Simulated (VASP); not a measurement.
A run of VASP 6.6.1 is set up as follows.

File POSCAR:

```
KCl
1.0
    0.0000000000      3.1605725637      3.1605725637
    3.1605725637      0.0000000000      3.1605725637
    3.1605725637      3.1605725637      0.0000000000
K Cl
1 1
Direct
    0.0000000000      0.0000000000      0.0000000000
    0.5000000000      0.5000000000      0.5000000000
```

The input INCAR.step1:

```
PREC     = Accurate       # precision mode
ENCUT    = 520            # plane-wave cutoff, eV
EDIFF    = 1E-5           # SCF threshold, eV
ISMEAR   = 0              # smearing method
SIGMA    = 0.01           # smearing width, eV
LREAL    = False          # projectors in reciprocal space
LASPH    = True           # aspherical terms in the spheres
NELM     = 60             # most SCF steps
ALGO     = Normal         # electronic algorithm
ISIF     = 2              # what is computed and relaxed
LWAVE    = True           # write WAVECAR
LCHARG   = False          # write CHGCAR
NBANDS   = 15             # bands
GGA      = PE             # functional
```

The input INCAR.step2:

```
PREC     = Accurate       # precision mode
ENCUT    = 520            # plane-wave cutoff, eV
EDIFF    = 1E-7           # SCF threshold, eV
ISMEAR   = 0              # smearing method
SIGMA    = 0.01           # smearing width, eV
LREAL    = False          # projectors in reciprocal space
LASPH    = True           # aspherical terms in the spheres
NELM     = 60             # most SCF steps
ALGO     = Normal         # electronic algorithm
ISIF     = 2              # what is computed and relaxed
LWAVE    = False          # write WAVECAR
LCHARG   = False          # write CHGCAR
GGA      = PE             # functional
LHFCALC  = True           # exact exchange
HFSCREEN = 0.2079         # screening, 1/A
PRECFOCK = Normal       
NBANDS   = 15             # bands
ISTART   = 1
```

The input KPOINTS:

```
Automatic mesh
0
Gamma
  6 6 6
```

Potentials or basis: VASP PAW PBE potentials, release 64 (K_sv, Cl).

Command:

```console
$ cat potpaw_PBE.64/K_sv/POTCAR potpaw_PBE.64/Cl/POTCAR > POTCAR
$ cp INCAR.step1 INCAR
$ mpirun -np 1 vasp_std > vasp.out
$ cp INCAR.step2 INCAR
$ mpirun -np 1 vasp_std > vasp.out
```

Task: Predict the pressure.

Result: 0.2 GPa.

Task: Predict the band gap on the k mesh.

Result: 6.45 eV.

Caveat: the cell differs from its parent crystal (strain +0.5%); the PAW data sets were made with another functional, which shifts forces and pressure a little.
